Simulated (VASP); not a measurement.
Set up this calculation in VASP 6.6.1, as the native input.

* Task: single point
* Functional: HSE06
* Potentials or basis: VASP PAW PBE potentials, release 64 (Si)
* Cutoff: 400 eV
* k mesh: 3 × 3 × 3
* Occupations: fermi-dirac, width 0.02 eV
* Spin: no spin polarisation
* Dipole correction: no
* Grid for exact exchange (PRECFOCK): Normal
* Further INCAR settings: ALGO = Normal; EDIFF = 1e-06; NBANDS = 11
* Share of exact exchange: 0.25
* Screening parameter: 0.2079 1/Å

Si:

```
Si
1.0
     0.00000    2.73500    2.73500
     2.73500    0.00000    2.73500
     2.73500    2.73500    0.00000
Si
2
Direct
  0.00000 0.00000 0.00000
  0.25000 0.25000 0.25000
```

These files were run (other wordings do the same):

POSCAR

```
Si
1.0
    0.0000000000      2.7350000000      2.7350000000
    2.7350000000      0.0000000000      2.7350000000
    2.7350000000      2.7350000000      0.0000000000
Si
2
Direct
    0.0000000000      0.0000000000      0.0000000000
    0.2500000000      0.2500000000      0.2500000000
```

INCAR.step1

```
SYSTEM = Si
PREC = Accurate ; ENCUT = 400
EDIFF = 1E-5 ; ISMEAR = -1
SIGMA = 0.02 ; LREAL = .False.
LASPH = .True. ; NELM = 120
ALGO = Normal ; ISIF = 2
LWAVE = .True. ; NBANDS = 11
GGA = PE ; GGA_COMPAT = .False.
```

INCAR.step2

```
SYSTEM = Si
PREC = Accurate ; ENCUT = 400
EDIFF = 1E-6 ; ISMEAR = -1
SIGMA = 0.02 ; LREAL = .False.
LASPH = .True. ; NELM = 120
ALGO = Normal ; ISIF = 2
LWAVE = .False. ; LCHARG = .True.
GGA = PE ; LHFCALC = .True.
HFSCREEN = 0.2079 ; PRECFOCK = Normal
LELF = .True. ; LVHAR = .True.
NBANDS = 11 ; ISTART = 1
GGA_COMPAT = .False.
```

KPOINTS

```
Automatic mesh
0
Gamma
  3 3 3
  0 0 0
```

Potentials or basis: VASP PAW PBE potentials, release 64 (Si).

The run is started by

```sh
$ cat potpaw_PBE.64/Si/POTCAR > POTCAR
$ cp INCAR.step1 INCAR
$ mpirun -np 1 vasp_std > vasp.out
$ cp INCAR.step2 INCAR
$ mpirun -np 1 vasp_std > vasp.out
```

It gave:

```yaml
Pressure: -0.1 GPa
Band_gap_on_the_k_mesh: 1.45 eV (least direct gap 3.39 eV)
```

Caveat: the k points lie up to 0.66 Å⁻¹ apart; the PAW data sets were made with another functional, which shifts forces and pressure a little; an odd mesh through Γ misses points on the zone boundary, where band edges can lie.

Run time: 11 s on 1 thread of Intel(R) Xeon(R) 6975P-C (Granite Rapids) (shared host), peak memory 0.23 GiB.
